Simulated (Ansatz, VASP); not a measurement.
Ru in VASP and in Ansatz

```
Ru
1.0
     2.73678    0.00000    0.00000
    -1.36839    2.37012    0.00000
     0.00000    0.00000    4.30913
Ru
2
Direct
  0.33333 0.66667 0.25000
  0.66667 0.33333 0.75000
```

Alike in both runs: functional RPBE; k mesh 13 × 13 × 8; occupations fermi-dirac, width 0.1 eV; no spin polarisation.

Ansatz relaxed the structure, and its values are those at the end. VASP's run is a single point on that final structure, the one shown.

```csv
,VASP,Ansatz
version,VASP 6.6.1,Ansatz 0.2.0
potentials or method,"VASP PAW PBE potentials, release 64 (Ru_pv), cutoff 520 eV","plane waves (420 eV) with PAW, scalar-relativistic"
valence electrons in the cell,28,32
```

|  | VASP | Ansatz | Ansatz less VASP |
| --- | --- | --- | --- |
| pressure (GPa) | -0.1 | 0.0 | +0.07 |

VASP's potentials were made for PBE, not for RPBE. VASP's potentials hold 28 valence electrons a cell and Ansatz's 32, so a difference there can come from the potentials and not from the codes.
